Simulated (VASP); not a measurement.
Write the native input for VASP 6.6.1 that does the following.

- Task: single point
- Functional: PBEsol
- Potentials or basis: VASP PAW PBE potentials, release 64 (In_d, As)
- Cutoff: 520 eV
- k mesh: 14 × 14 × 14
- Occupations: gaussian, width 0.15 eV
- Spin: no spin polarisation
- Dipole correction: no
- Further INCAR settings: ALGO = Normal; EDIFF = 1e-06; NBANDS = 16

The structure of InAs lies in POSCAR:

```
InAs
1.0
    0.0000000000      3.3984075373      3.1027184674
    3.1027184674      0.0000000000      3.1027184674
    3.1027184674      3.3984075373      0.0000000000
In As
1 1
Direct
    0.0000000000      0.0000000000      0.0000000000
    0.7500000000      0.7500000000      0.7500000000
```

This cell differs from its parent crystal: volume 32.716 Å^3 an atom, c/a of the conventional cell 1.0953.

One way to write it, as run:

INCAR

```
  PREC = Accurate
  ENCUT = 520
  EDIFF = 1E-6
  ISMEAR = 0
  SIGMA = 0.15
  LREAL = False
  LASPH = True
  NELM = 80
  ALGO = Normal
  ISIF = 2
  LWAVE = False
  LCHARG = True
  GGA = PS
  LELF = True
  LVHAR = True
  NBANDS = 16
```

KPOINTS

```
Automatic mesh
0
Gamma
  14 14 14
```

Potentials or basis: VASP PAW PBE potentials, release 64 (In_d, As).

Launch:

```sh
$ cat potpaw_PBE.64/In_d/POTCAR potpaw_PBE.64/As/POTCAR > POTCAR
$ mpirun -np 1 vasp_std > vasp.out
```

It gave:

```
Pressure               : -5.8 GPa
Band gap on the k mesh : zero (filled and empty bands touch)
```

Caveat: the PAW data sets were made with another functional, which shifts forces and pressure a little; spin-orbit coupling is left out, which moves the levels of the heavy elements.

Wall time 2.8 min on 1 thread of Intel(R) Xeon(R) Platinum 8259CL CPU @ 2.50GHz (Skylake/Cascade Lake) (shared host), peak memory 0.41 GiB.
